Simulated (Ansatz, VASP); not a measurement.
## One calculation of BeTe, two programs

INCAR

```
  PREC = Accurate
  ENCUT = 600
  EDIFF = 1E-6
  ISMEAR = 0
  SIGMA = 0.1
  LREAL = False
  LASPH = True
  NELM = 120
  ALGO = Normal
  ISIF = 2
  LWAVE = False
  LCHARG = False
  GGA = PS
  NBANDS = 11
  GGA_COMPAT = False
```

KPOINTS

```
regular mesh
0
Gamma
  6 6 6
```

Contents of POSCAR:

```
BeTe
1.0
    0.0000000000      2.8314587900      2.8314587900
    2.8314587900      0.0000000000      2.8314587900
    2.8314587900      2.8314587900      0.0000000000
Be Te
1 1
Direct
    0.0000000000      0.0000000000      0.0000000000
    0.2500000000      0.2500000000      0.2500000000
```

Input for Ansatz:

```yaml
crystal:
  lattice:
    - [0.0, 2.83145879, 2.83145879]
    - [2.83145879, 0.0, 2.83145879]
    - [2.83145879, 2.83145879, 0.0]
  atoms:
    - { symbol: Be, position: [0.0, 0.0, 0.0] }
    - { symbol: Te, position: [0.25, 0.25, 0.25] }
basis:
  ecutwfc: 420
kpoints:
  mp_grid: { grid: [6, 6, 6] }
hamiltonian:
  xc: pbesol
  pseudopotentials: { kind: paw }
scf:
  occupations: { method: gaussian, width: 0.1 }
output:
  forces: true
  stress: true
  eigenvalues: true
```

Alike in both runs: task single point; functional PBEsol; k mesh 6 × 6 × 6; occupations gaussian, width 0.1 eV; no spin polarisation.

|  | VASP | Ansatz |
| --- | --- | --- |
| version | VASP 6.6.1 | Ansatz 0.2.0 |
| potentials or method | VASP PAW PBE potentials, release 64 (Be, Te), cutoff 600 eV | scalar-relativistic, plane waves, PAW |
| valence electrons in the cell | 8 | 18 |

```tsv
	VASP	Ansatz	Ansatz less VASP
gap on the k mesh at the Fermi level (eV)	1.89	1.91	+0.017
least direct gap on the mesh (eV)	3.61	3.61	-0.002
pressure (GPa)	-1.5	-1.7	-0.23
```

VASP's potentials were made for PBE, not for PBEsol. The functional is the same, so the differences come from potentials, cutoffs and numerics. VASP's potentials hold 8 valence electrons a cell and Ansatz's 18, so a difference there can come from the potentials and not from the codes.

Neither program's run includes spin-orbit coupling.
